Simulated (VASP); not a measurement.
Wanted: the native input for a VASP 6.6.1 run.

```
Task                   : single point
Functional             : PBEsol
Potentials or basis    : VASP PAW PBE potentials, release 64 (Co_sv)
Cutoff                 : 690 eV
k mesh                 : 15 × 15 × 15
Occupations            : fermi-dirac, width 0.05 eV
Spin                   : collinear spin, ferromagnetic start
Starting moments       : [1.7] μB
Dipole correction      : no
Further INCAR settings : ALGO = Normal; EDIFF = 1e-06; NBANDS = 18
```

The structure of Co lies in POSCAR:

```
Co
1.0
    0.0000000000      1.7348701647      1.7348701647
    1.7348701647      0.0000000000      1.7348701647
    1.7348701647      1.7348701647      0.0000000000
Co
1
Direct
    0.0000000000      0.0000000000      0.0000000000
```

This isn't the form of Co at room conditions, which is hcp.

One way to write it, as run:

INCAR

```
PREC = Accurate ; ENCUT = 690
EDIFF = 1E-6 ; ISMEAR = -1
SIGMA = 0.05 ; LREAL = False
LASPH = True ; NELM = 200
ALGO = Normal ; ISIF = 2
LWAVE = False ; LCHARG = False
ISPIN = 2 ; MAGMOM = 1.7
LORBIT = 11 ; LMAXMIX = 4
GGA = PS ; NBANDS = 18
GGA_COMPAT = False
```

KPOINTS

```
Automatic mesh
0
Gamma
  15 15 15
```

Potentials or basis: VASP PAW PBE potentials, release 64 (Co_sv).

Command:

```sh
$ cat potpaw_PBE.64/Co_sv/POTCAR > POTCAR
$ mpirun -np 1 vasp_std > vasp.out
```

Results of the run:

| Item | Value |
| --- | --- |
| Pressure | -1.7 GPa |
| Net moment | 1.63 μB per cell |
| Site moments | Co +1.68 μB |
| Valence electrons inside the program's atomic spheres | Co 15.08 |

Caveat: the PAW data sets were made with another functional, which shifts forces and pressure a little.

It took 38 s on 1 thread of Intel(R) Xeon(R) Platinum 8488C (Sapphire Rapids), with other jobs on the host, peak memory 0.18 GiB.
